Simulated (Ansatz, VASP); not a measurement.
# Mg in VASP and in Ansatz

File INCAR:

```
  PREC = Accurate
  ENCUT = 600
  EDIFF = 1E-6
  ISMEAR = 1
  SIGMA = 0.014
  LREAL = False
  LASPH = True
  NELM = 120
  ALGO = Normal
  ISIF = 2
  LWAVE = False
  LCHARG = False
  GGA = CA
  NBANDS = 7
  GGA_COMPAT = False
```

File KPOINTS:

```
Automatic mesh
0
Gamma
  6 6 6
```

File POSCAR:

```
Mg
1.0
   -1.8359916300      1.8359916300      1.6794040200
    1.8359916300     -1.8359916300      1.6794040200
    1.8359916300      1.8359916300     -1.6794040200
Mg
1
Direct
    0.0000000000      0.0000000000      0.0000000000
```

Input for Ansatz:

```yaml
crystal:
  lattice:
    - [-1.83599163, 1.83599163, 1.67940402]
    - [1.83599163, -1.83599163, 1.67940402]
    - [1.83599163, 1.83599163, -1.67940402]
  atoms:
    - { symbol: Mg, position: [0.0, 0.0, 0.0] }
basis:
  ecutwfc: 420
kpoints:
  mp_grid: { grid: [6, 6, 6] }
hamiltonian:
  xc: lda
scf:
  occupations: { method: methfessel_paxton, width: 0.014 }
  eigensolver: { real_solve: false }
  max_iter: 70
output:
  forces: true
  stress: true
  eigenvalues: true
```

Alike in both runs: task single point; functional LDA; k mesh 6 × 6 × 6; occupations methfessel-paxton of order 1, width 0.014 eV; no spin polarisation.

|  | VASP | Ansatz |
| --- | --- | --- |
| version | VASP 6.6.1 | Ansatz 0.2.0 |
| potentials or method | VASP PAW LDA potentials, release 64 (Mg), cutoff 600 eV | scalar-relativistic, plane waves, PAW |
| valence electrons in the cell | 2 | 10 |

|  | VASP | Ansatz | Ansatz less VASP |
| --- | --- | --- | --- |
| gap on the k mesh at the Fermi level (eV) | none | none | - |
| pressure (GPa) | -1.7 | -1.4 | +0.31 |
| traceless stress, the component that is largest in VASP (GPa) | 3.57 | 3.57 | 0.000 |

LDA's correlation is that of Perdew and Zunger in VASP and of Perdew and Wang (1992) in Ansatz. A gap of «none» marks a metal or a gap that the smearing closes. VASP's potentials hold 2 valence electrons a cell and Ansatz's 10, so a difference there can come from the potentials and not from the codes.

The k mesh is coarse, so the values compare programs but aren't converged.
